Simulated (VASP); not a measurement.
CdS: single point with r2SCAN

CdS:

```
Cd S
1.0
     0.00000    2.93921    2.93921
     2.93921    0.00000    2.93921
     2.93921    2.93921    0.00000
Cd S
1 1
Direct
  0.00000 0.00000 0.00000
  0.25000 0.25000 0.25000
```

```json
{"Program": "VASP 6.6.1", "Task": "single point", "Functional": "r2SCAN", "Potentials or basis": "VASP PAW PBE potentials, release 64 (Cd, S)", "Cutoff": "550 eV", "k mesh": "6 × 6 × 6", "Occupations": "methfessel-paxton, width 0.05 eV", "Spin": "no spin polarisation"}
```

```
Pressure               : 0.3 GPa
Band gap on the k mesh : 1.54 eV, direct
```

Levels at points of the mesh, in eV from the valence-band top:
| k point | band 6 | band 7 | band 8 | band 9 | band 10 | band 11 | band 12 | band 13 |
| --- | --- | --- | --- | --- | --- | --- | --- | --- |
| (0.00, 0.00, 0.00) | -7.41 | 0.00 | 0.00 | 0.00 | 1.54 | 7.08 | 7.08 | 7.08 |
| (0.50, 0.00, 0.00) | -7.04 | -4.32 | -0.73 | -0.73 | 3.44 | 7.48 | 7.48 | 7.83 |
| (0.50, 0.50, 0.00) | -6.98 | -3.88 | -1.84 | -1.84 | 3.88 | 4.73 | 9.69 | 11.40 |

Wall time 32 s on 1 thread of Intel(R) Xeon(R) Platinum 8488C (Sapphire Rapids), with other jobs on the host, peak memory 0.18 GiB.

Caveat: the PAW data sets were made with another functional, which shifts forces and pressure a little. r2SCAN opens gaps a little over a GGA but as a rule still falls short of measured ones.
